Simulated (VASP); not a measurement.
# KF: G0W0 quasiparticle levels with PBE

Crystal: KF.

```
K F
1.0
     0.00000    2.65896    2.65896
     2.65896    0.00000    2.65896
     2.65896    2.65896    0.00000
K F
1 1
Cartesian
  0.0000 0.0000 0.0000
  2.6590 2.6590 2.6590
```

| Property | Result |
| --- | --- |
| Program | VASP 6.6.1 |
| Task | G0W0 quasiparticle levels |
| Functional | PBE |
| Potentials or basis | VASP PAW PBE potentials, release 64 (K_sv_GW, F_GW) |
| Cutoff | 500 eV |
| k mesh | 4 × 4 × 4 |
| Occupations | gaussian, width 0.01 eV |
| Spin | no spin polarisation |
| Dipole correction | no |
| GW scheme | G0W0 |
| GW iterations | 1 |
| Cutoff of the response function | 80 |
| Frequency points | 96 |
| Empty bands | 61 |
| Further INCAR settings | ALGO = EVGW0; EDIFF = 1e-08; NBANDS = 69 |

The quasiparticle gap is 9.70 eV, the least direct quasiparticle gap is 9.70 eV and the band gap of the starting levels on the mesh is 6.26 eV. The least direct gap of the starting levels on the mesh is 6.26 eV.

Run time: 74 s on 1 thread of Intel(R) Xeon(R) Platinum 8488C (Sapphire Rapids), with other jobs on the host, peak memory 0.35 GiB.

Caveat: the k points lie up to 0.51 Å⁻¹ apart; bands, screening cutoff and mesh are small and nothing is extrapolated, so the quasiparticle values aren't converged.
